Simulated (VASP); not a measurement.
# Si16HC16 (a cell with a defect) in VASP: further runs

Si16HC16 (a cell with a defect) is run at these levels: r2SCAN; tasks: single point.

Program: VASP 6.6.1. These are calculated values, not measurements. Logs are shortened: lines on timing, memory, paths and dates and some standing lists are left out, and cuts for length are marked.

## (1) The cell of the first run

The cell holds a defect, 33 atoms: a = 6.188 Å, b = 6.188 Å, c = 10.129 Å, α = 90.00°, β = 90.00°, γ = 120.00°.

## (2) Single point, r2SCAN

File POSCAR:

```
Si16HC16
1.0
    6.1879230300      0.0000000600      0.0000000000
   -3.0939615600      5.3588985100      0.0000000000
    0.0000000000      0.0000000000     10.1287833600
Si C H
16 16 1
Direct
    0.3364606900      0.1653762100      0.9415530300
    0.1707488700      0.3346694100      0.4385675200
    0.0063416900     -0.0102993400      0.6861678800
    0.0021319000      0.0000704000      0.1909910700
    0.3372809700      0.6655857200      0.9422793400
    0.1720719000      0.8374572900      0.4378610100
    0.0088391400      0.5245630100      0.6810179400
    0.0021756500      0.5003802700      0.1906498400
    0.8319292100      0.1598999000      0.9485556200
    0.6683704000      0.3357581700      0.4378364200
    0.5059657400      0.0051612900      0.6876983000
    0.5016452600      0.0005209700      0.1911998000
    0.8364891500      0.6638064500      0.9420870700
    0.6697479500      0.8346845700      0.4385452100
    0.5037023700      0.4990786200      0.6875160300
    0.5017523000      0.5007771500      0.1900968500
    0.3396221000      0.1661106300      0.7527023500
    0.1678735500      0.3345270800      0.2523073100
    0.0037872800      0.0005038600      0.5020841900
    0.0025395100     -0.0025803300      0.0038429400
    0.3414932200      0.6687386900      0.7528211500
    0.1684248000      0.8346771300      0.2523441300
    0.0037255300      0.5014936200      0.5002877000
    0.0023391900      0.4977619600      0.0030054600
    0.8450530900      0.1630844400      0.7561905700
    0.6678639700      0.3351563400      0.2518861400
    0.5068863100      0.0034905500      0.5032586000
    0.4993672200     -0.0022894000      0.0042746800
    0.8344329100      0.6632192300      0.7536009700
    0.6678953400      0.8349023400      0.2522646200
    0.5037794000      0.5014999200      0.5024620700
    0.5026762700      0.4992294200      0.0028329800
    0.0536949700      0.3179766900      0.7733010800
```

File INCAR.step1:

```
SYSTEM = Si16HC16
ALGO = Normal
EDIFF = 1E-5
ENCUT = 580
GGA = PE
GGA_COMPAT = .False.
ISMEAR = -1
LASPH = .True.
LCHARG = .False.
LREAL = Auto
LWAVE = .True.
NBANDS = 86
NELECT = 128.0
NELM = 120
PREC = Accurate
SIGMA = 0.01
```

File INCAR.step2:

```
SYSTEM = Si16HC16
ALGO = Normal
EDIFF = 1E-6
ENCUT = 580
GGA_COMPAT = .False.
ISIF = 2
ISMEAR = -1
ISTART = 1
LASPH = .True.
LCHARG = .False.
LMIXTAU = .True.
LREAL = Auto
LWAVE = .False.
METAGGA = R2SCAN
NBANDS = 86
NELECT = 128.0
NELM = 120
PREC = Accurate
SIGMA = 0.01
```

File KPOINTS:

```
Automatic mesh
0
Gamma
  1 1 1
  0.25 0.25 0.25
```

Potentials or basis: VASP PAW PBE potentials, release 64 (Si, C, H).

Command:

```bash
> cat potpaw_PBE.64/Si/POTCAR potpaw_PBE.64/C/POTCAR potpaw_PBE.64/H/POTCAR > POTCAR
> cp INCAR.step1 INCAR
> mpirun -np 1 vasp_std > vasp.out
> cp INCAR.step2 INCAR
> mpirun -np 1 vasp_std > vasp.out
```

OUTCAR:

```text
SYSTEM = Si16HC16
   EDIFF = 1E-6
   ENCUT = 580
   ISIF = 2
   ISMEAR = -1
   ISTART = 1
   LASPH = .True.
   LREAL = Auto
   METAGGA = R2SCAN
   NELECT = 128.0
   NELM = 120
   PREC = Accurate

 ion  position               nearest neighbor table
   1  0.336  0.165  0.942-  28 1.88  32 1.89  20 1.90  17 1.91   9 3.08  12 3.09  13 3.09   5 3.09
                            16 3.09   5 3.10   4 3.10  13 3.10   9 3.11  11 3.12  15 3.13   3 3.13
   2  0.171  0.335  0.439-  18 1.89  23 1.90  31 1.90  19 1.90  10 3.08  16 3.08   6 3.08   4 3.08
                             8 3.08  15 3.09  14 3.09  14 3.10   7 3.10   6 3.11  10 3.11   3 3.12
   3  0.006  0.990  0.686-  19 1.87  29 1.88  17 1.91  25 1.93   7 2.89   6 3.04  11 3.04  15 3.07
                            14 3.09  15 3.12   2 3.12  13 3.13   1 3.13  11 3.15
   4  0.002  0.000  0.191-  22 1.88  30 1.90  20 1.90  18 1.90   9 3.03   6 3.07  14 3.08   2 3.08
                            12 3.09   8 3.09  16 3.09  16 3.09   8 3.10   1 3.10  12 3.10  13 3.10
   5  0.337  0.666  0.942-  32 1.88  28 1.89  24 1.90  21 1.92   9 3.06  16 3.07   8 3.09   1 3.09
                            13 3.09  13 3.09  12 3.09   1 3.10   9 3.13  15 3.14
   6  0.172  0.837  0.438-  22 1.88  19 1.89  23 1.91  27 1.91   7 2.98   3 3.04  12 3.06   4 3.07
                            10 3.08   2 3.08   8 3.09  14 3.09  11 3.10  14 3.10   2 3.11  10 3.11
   7  0.009  0.525  0.681-  33 1.71  29 1.84  23 1.84  21 1.93  25 2.08   3 2.89   6 2.98  11 3.03
                            15 3.05  10 3.07   2 3.10  13 3.13  15 3.14
   8  0.002  0.500  0.191-  18 1.88  26 1.90  22 1.90  24 1.90   9 3.06  13 3.07  10 3.08   2 3.08
                             6 3.09  16 3.09   5 3.09   4 3.09  12 3.09  12 3.10   4 3.10  16 3.10
   9  0.832  0.160  0.949-  28 1.87  20 1.87  24 1.89  25 1.95   4 3.03  12 3.03   8 3.06   5 3.06
                             1 3.08  13 3.08  13 3.10   1 3.11   5 3.13
  10  0.668  0.336  0.438-  26 1.88  31 1.89  27 1.90  23 1.91   7 3.07  16 3.07   2 3.08  12 3.08
                             8 3.08   6 3.08  15 3.08  14 3.08  11 3.09  14 3.10   6 3.11   2 3.11
  11  0.506  0.005  0.688-  27 1.87  17 1.87  21 1.92  25 1.95   7 3.03   3 3.04  15 3.06  10 3.09
                            14 3.09   6 3.10   1 3.12  15 3.12   3 3.15
  12  0.502  0.001  0.191-  30 1.88  22 1.89  28 1.89  26 1.90   9 3.03   6 3.06  10 3.08  14 3.08
                             1 3.09   4 3.09  16 3.09   8 3.09   5 3.09   8 3.10  16 3.10   4 3.10
  13  0.836  0.664  0.942-  24 1.88  32 1.89  20 1.89  29 1.91   8 3.07   9 3.08  16 3.09   1 3.09
                             5 3.09   5 3.09   1 3.10   4 3.10   9 3.10   3 3.13   7 3.13  15 3.14
  14  0.670  0.835  0.439-  30 1.89  27 1.89  31 1.90  19 1.90   4 3.08  12 3.08  10 3.08  16 3.09
                             6 3.09   3 3.09   2 3.09  11 3.09   2 3.10  15 3.10   6 3.10  10 3.10
  15  0.504  0.499  0.688-  31 1.87  29 1.89  21 1.90  17 1.90   7 3.05  11 3.06   3 3.07  10 3.08
                             2 3.09  14 3.10   3 3.12  11 3.12   1 3.13  13 3.14   5 3.14   7 3.14
  16  0.502  0.501  0.190-  26 1.88  32 1.90  18 1.90  30 1.90   5 3.07  10 3.07   2 3.08  13 3.09
                            14 3.09   8 3.09  12 3.09   4 3.09   1 3.09   4 3.09  12 3.10   8 3.10
  17  0.340  0.166  0.753-  11 1.87  15 1.90   3 1.91   1 1.91
  18  0.168  0.335  0.252-   8 1.88   2 1.89   4 1.90  16 1.90
  19  0.004  0.001  0.502-   3 1.87   6 1.89  14 1.90   2 1.90
  20  0.003  0.997  0.004-   9 1.87  13 1.89   4 1.90   1 1.90
  21  0.341  0.669  0.753-  15 1.90   5 1.92  11 1.92   7 1.93
  22  0.168  0.835  0.252-   6 1.88   4 1.88  12 1.89   8 1.90
  23  0.004  0.501  0.500-   7 1.84   2 1.90  10 1.91   6 1.91
[... 216 lines left out ...]
   LHFCALC =     F    Hartree Fock is set to
   AEXX    =    0.0000 exact exchange contribution
   IVDW    =     0    specifies the selected vdW correction
   LEPSILON=     F    determine dielectric tensor
   LRPA    =     F    only Hartree local field effects (RPA)
 non-spin polarized calculation
  energy-cutoff  :      580.00
  volume of cell :      335.88
 maximum number of plane-waves:     10663
 NGX is ok and might be reduce to    50
   NGX = 25   NGY = 25   NGZ = 39

 number of electron     128.0000000 magnetization

 Free energy of the ion-electron system (eV)
  ---------------------------------------------------
  ext. energy  EPLUGINS =         0.00000000
  ---------------------------------------------------
  free energy    TOTEN  =      -325.78576400 eV

  energy without entropy =     -325.78576400  energy(sigma->0) =     -325.78576400

 E-fermi :   7.5419     XC(G=0): -11.8892

 val. band max:        7.2403883314   @ k =   0.2500   0.2500   0.2500
 cond. band min:      11.3495456283   @ k =   0.5000  -0.2500   0.2500
 fundamental gap:      4.1091572969
 Fermi energy:         7.5419371258

 k-point     1 :       0.2500    0.2500    0.2500
  band No.  band energies     occupation
      1      -7.8725      2.00000
      2      -6.9643      2.00000
      3      -6.6490      2.00000
      4      -6.3692      2.00000
      5      -5.8885      2.00000
      6      -5.7387      2.00000
[... 463 lines left out ...]
     75      13.9013      0.00000
     76      14.0145      0.00000
 [bands above 76 left out]

------------------------ aborting loop because EDIFF is reached ----------------------------------------

  FORCE on cell =-STRESS in cart. coord.  units (eV):
  Direction    XX          YY          ZZ          XY          YZ          ZX
  --------------------------------------------------------------------------------------
  -------------------------------------------------------------------------------------
  Total      -23.6933642    -23.9611368     -9.0915238     -4.2435849     -1.4421974     -0.6408057
  in kB     -113.0211161   -114.2984342    -43.3680147    -20.2425751     -6.8795111     -3.0567453
  external PRESSURE =     -90.2291883 kB  Pullay stress =       0.0000000 kB

 VOLUME and BASIS-vectors are now :
 -----------------------------------------------------------------------------
  energy-cutoff  :      580.00
  volume of cell :      335.88
      direct lattice vectors                 reciprocal lattice vectors
     6.187923030  0.000000060  0.000000000     0.161605112  0.093302757  0.000000000
    -3.093961560  5.358898510  0.000000000    -0.000000002  0.186605511  0.000000000
     0.000000000  0.000000000 10.128783360     0.000000000  0.000000000  0.098728541

 POSITION                                       TOTAL-FORCE (eV/Angst)
 -----------------------------------------------------------------------------------
      1.57033      0.88623      9.53679        -0.094444      0.059901     -0.003200
      0.02113      1.79346      4.44216         0.098093     -0.038545     -0.006728
     -3.02285      5.30371      6.95005         0.130398     -0.022788      0.005115
      0.01297      0.00038      1.93451        -0.085429      0.056821     -0.010961
      0.02777      3.56681      9.54414        -0.125417      0.066569     -0.005028
     -1.52629      4.48785      4.43500         0.099325     -0.059560     -0.040292
[... 25 lines left out ...]
      1.56593      2.67532      0.02869         0.081631     -0.066446      0.022581
     -0.65155      1.70400      7.83260        -0.384278     -0.564323     -0.079172
 -----------------------------------------------------------------------------------
    total drift:                               -0.025720     -0.012885      0.034741

  FREE ENERGIE OF THE ION-ELECTRON SYSTEM (eV)
  ---------------------------------------------------
  free  energy   TOTEN  =      -325.7857640038 eV

  energy  without entropy=     -325.7857640038  energy(sigma->0) =     -325.78576400
```

Wall time 26 min (1 thread of Intel Xeon Platinum 8259CL at 2.50GHz (Skylake/Cascade Lake), shared host); peak memory 0.57 GiB.

What came out:

```
Free energy   : -325.7858 eV
Largest force : 0.687 eV/Å
```

Forces in eV/Å, atoms in the order of the input:
```
Si  -0.094  0.060 -0.003
Si   0.098 -0.039 -0.007
Si   0.130 -0.023  0.005
Si  -0.085  0.057 -0.011
Si  -0.125  0.067 -0.005
Si   0.099 -0.060 -0.040
Si   0.095  0.113 -0.078
Si  -0.097  0.053 -0.010
Si  -0.124  0.062  0.069
Si   0.121 -0.039 -0.030
Si  -0.021 -0.136 -0.046
Si  -0.091  0.060 -0.011
Si  -0.106  0.052 -0.005
Si   0.082 -0.062 -0.012
Si   0.069 -0.018 -0.013
Si  -0.077  0.054 -0.005
C   -0.194  0.072  0.015
C    0.160 -0.091  0.014
C   -0.066  0.029  0.066
C    0.091 -0.045  0.015
C   -0.184  0.196 -0.110
C    0.153 -0.072  0.018
C   -0.094  0.067  0.044
C    0.072 -0.087  0.028
C    0.358  0.400  0.123
C    0.151 -0.095  0.015
C   -0.072  0.013  0.016
C    0.111 -0.047 -0.001
C   -0.129  0.147 -0.029
C    0.155 -0.091  0.019
C   -0.084  0.035  0.024
C    0.082 -0.066  0.023
H   -0.384 -0.564 -0.079
```

Caveat: the k points lie up to 0.59 Å⁻¹ apart; the cell carries a net charge on a neutralising background, which shifts energy and pressure; the cell is charged against a uniform background, so pressure and absolute levels hang on convention; the PAW data sets were made with another functional, which shifts forces and pressure a little.

## (3) Single point, r2SCAN

File POSCAR:

```
Si16HC16
1.0
    6.1879230300      0.0000000600      0.0000000000
   -3.0939615600      5.3588985100      0.0000000000
    0.0000000000      0.0000000000     10.1287833600
Si C H
16 16 1
Direct
    0.3324660200      0.1675452600      0.9395624600
    0.1663078100      0.3331292700      0.4371798600
    0.0015820600     -0.0030089500      0.6868022200
   -0.0014005200      0.0008185800      0.1892127900
    0.3243008600      0.6669323100      0.9515008300
    0.1677467900      0.8355915900      0.4384230200
    0.0004700600      0.4923883300      0.6890943600
   -0.0023553300      0.5009281700      0.1909716500
    0.8324320800      0.1638260400      0.9405401300
    0.6702913800      0.3352586700      0.4372395400
    0.5068030400      0.0096205400      0.6851347800
    0.4986924900      0.0022425900      0.1905750300
    0.8320430400      0.6659957100      0.9406281200
    0.6687330100      0.8367360900      0.4373197700
    0.5070639500      0.4835483600      0.6786333400
    0.4984674000      0.5017433500      0.1902329400
    0.3343303900      0.1639598800      0.7512135700
    0.1640288900      0.3350765600      0.2510013800
    0.0014226400      0.0004659100      0.5014515400
   -0.0008334200     -0.0002313800      0.0019104200
    0.3474317000      0.6759494300      0.7520899500
    0.1644751900      0.8353014000      0.2517853200
    0.0056743000      0.5023232700      0.5036666500
   -0.0078526700      0.4966475600      0.0036932300
    0.8371917900      0.1628038900      0.7526443500
    0.6649187100      0.3361829300      0.2515449300
    0.5027454100      0.0024212500      0.5009221200
    0.4986604100      0.0028879200      0.0030771000
    0.8378868400      0.6623330600      0.7510990300
    0.6648207300      0.8361920600      0.2510036600
    0.5021235700      0.5006167900      0.4978707900
    0.4965222600      0.5014673400      0.0021795900
    0.5244313400      0.7067389400      0.8010973100
```

File INCAR.step1:

```
  PREC = Accurate
  ENCUT = 580
  ISMEAR = -1
  SIGMA = 0.01
  LREAL = Auto
  LASPH = T
  NELM = 120
  NELECT = 128.0
  NBANDS = 86
  GGA = PE
  ALGO = Normal
  EDIFF = 1E-5
  LWAVE = T
  LCHARG = F
  GGA_COMPAT = F
```

File INCAR.step2:

```
  PREC = Accurate
  ENCUT = 580
  EDIFF = 1E-6
  ISMEAR = -1
  SIGMA = 0.01
  LREAL = Auto
  LASPH = T
  NELM = 120
  ALGO = Normal
  ISIF = 2
  LWAVE = F
  LCHARG = F
  METAGGA = R2SCAN
  LMIXTAU = T
  NELECT = 128.0
  NBANDS = 86
  ISTART = 1
  GGA_COMPAT = F
```

KPOINTS is that of step 2.

Potentials or basis: VASP PAW PBE potentials, release 64 (Si, C, H).

Command:

```bash
> cat potpaw_PBE.64/Si/POTCAR potpaw_PBE.64/C/POTCAR potpaw_PBE.64/H/POTCAR > POTCAR
> cp INCAR.step1 INCAR
> mpirun -np 1 vasp_std > vasp.out
> cp INCAR.step2 INCAR
> mpirun -np 1 vasp_std > vasp.out
```

Run time: 21 min. Hardware: 1 thread of Intel Xeon Platinum 8259CL at 2.50GHz (Skylake/Cascade Lake), shared host; peak memory 0.58 GiB.

It converged, with:

| Property | Result |
| --- | --- |
| Free energy | -325.7788 eV |
| Largest force | 0.228 eV/Å |

Forces in eV/Å, atoms in the order of the input:
```
Si  -0.104  0.068  0.004
Si   0.096 -0.049 -0.003
Si   0.091 -0.018 -0.024
Si  -0.081  0.073 -0.005
Si  -0.102  0.055  0.005
Si   0.110 -0.038 -0.010
Si   0.134 -0.027 -0.019
Si  -0.098  0.048  0.008
Si  -0.127  0.066  0.006
Si   0.091 -0.043 -0.023
Si   0.084 -0.010 -0.053
Si  -0.092  0.077 -0.013
Si  -0.078  0.044 -0.007
Si   0.100 -0.057 -0.013
Si   0.006  0.027  0.100
Si  -0.077  0.055 -0.021
C   -0.142  0.130 -0.011
C    0.165 -0.096  0.012
C   -0.085  0.044  0.047
C    0.087 -0.070  0.003
C   -0.099 -0.108 -0.023
C    0.167 -0.098 -0.005
C   -0.076 -0.009  0.022
C    0.127 -0.005 -0.015
C   -0.146  0.166 -0.058
C    0.184 -0.082  0.012
C   -0.095  0.032  0.030
C    0.047 -0.123  0.019
C   -0.146  0.115  0.058
C    0.165 -0.098  0.011
C   -0.077  0.024  0.091
C    0.102 -0.058  0.032
H   -0.130 -0.035 -0.156
```

Levels at points of the mesh, in eV from the Fermi level:
```tsv
k point	band 62	band 63	band 64	band 65	band 66	band 67
(0.25, 0.25, 0.25)	-0.77	-0.57	-0.23	3.76	4.50	4.61
```

Caveat: the k points lie up to 0.59 Å⁻¹ apart; the cell carries a net charge on a neutralising background, which shifts energy and pressure; the cell is charged against a uniform background, so pressure and absolute levels hang on convention; the PAW data sets were made with another functional, which shifts forces and pressure a little.

[end of part 1 of 2]
